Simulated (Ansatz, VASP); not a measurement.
**Cd2BiO2 in VASP and in Ansatz**

```
CELL_PARAMETERS angstrom
4.03024 0.00000 0.00000
-2.01512 3.49029 0.00000
0.00000 0.00000 8.15362
ATOMIC_POSITIONS crystal
Cd 0.33333 0.66667 0.64502
Cd 0.66667 0.33333 0.64502
Bi 0.00000 0.00000 0.32458
O 0.00000 0.00000 0.56701
O 0.00000 0.00000 0.10402
```

Alike in both runs: task single point; functional PBE; k mesh 6 × 6 × 2; occupations gaussian, width 0.1 eV; no spin polarisation.

```csv
,VASP,Ansatz
version,VASP 6.6.1,Ansatz 0.2.0
potentials or method,"VASP PAW PBE potentials, release 64 (Cd, Bi_d, O), cutoff 520 eV","scalar-relativistic, plane waves, PAW"
valence electrons in the cell,51,67
```

Ansatz gave:

| Item | Value |
| --- | --- |
| gap on the k mesh at the Fermi level (eV) | none |
| rms of the force components (eV/Å) | 2.103 |

Problem. What did VASP give for the same quantities?

Solution. gap on the k mesh at the Fermi level (eV): none; rms of the force components (eV/Å): 2.108.

Atom by atom the forces differ by 0.024 eV/Å (rms over components). A gap of «none» marks a metal or a gap that the smearing closes. The functional is the same, so the differences come from potentials, cutoffs and numerics. VASP's potentials hold 51 valence electrons a cell and Ansatz's 67, so a difference there can come from the potentials and not from the codes.

The k mesh is coarse, so the values compare programs but aren't converged. Spin-orbit coupling is off throughout.
